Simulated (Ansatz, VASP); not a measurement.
# BN: VASP beside Ansatz

```
CELL_PARAMETERS angstrom
2.54436 0.00000 0.00000
-1.27218 2.20348 0.00000
0.00000 0.00000 6.81150
ATOMIC_POSITIONS crystal
B 0.33333 0.66667 0.25000
B 0.66667 0.33333 0.75000
N 0.33333 0.66667 0.75000
N 0.66667 0.33333 0.25000
```

Alike in both runs: task single point; functional PBEsol; k mesh 12 × 12 × 4; occupations gaussian, width 0.05 eV; no spin polarisation.

```csv
,VASP,Ansatz
version,VASP 6.6.1,Ansatz 0.2.0
potentials or method,"VASP PAW PBE potentials, release 64 (B, N), cutoff 520 eV","scalar-relativistic, plane waves, PAW"
valence electrons in the cell,16,16
```

VASP gave:

| Property | Result |
| --- | --- |
| gap on the k mesh at the Fermi level (eV) | 4.13 |
| least direct gap on the mesh (eV) | 4.47 |
| pressure (GPa) | -10.0 |
| traceless stress, the component that is largest in VASP (GPa) | 10.21 |

**Question.** Estimate Ansatz's values.

**Answer.** gap on the k mesh at the Fermi level (eV): 4.14; least direct gap on the mesh (eV): 4.47; pressure (GPa): -10.4; traceless stress, the component that is largest in VASP (GPa): 10.75.

VASP's potentials were made for PBE, not for PBEsol, and Ansatz warns of the same on its side. The functional is the same, so the differences come from potentials, cutoffs and numerics.
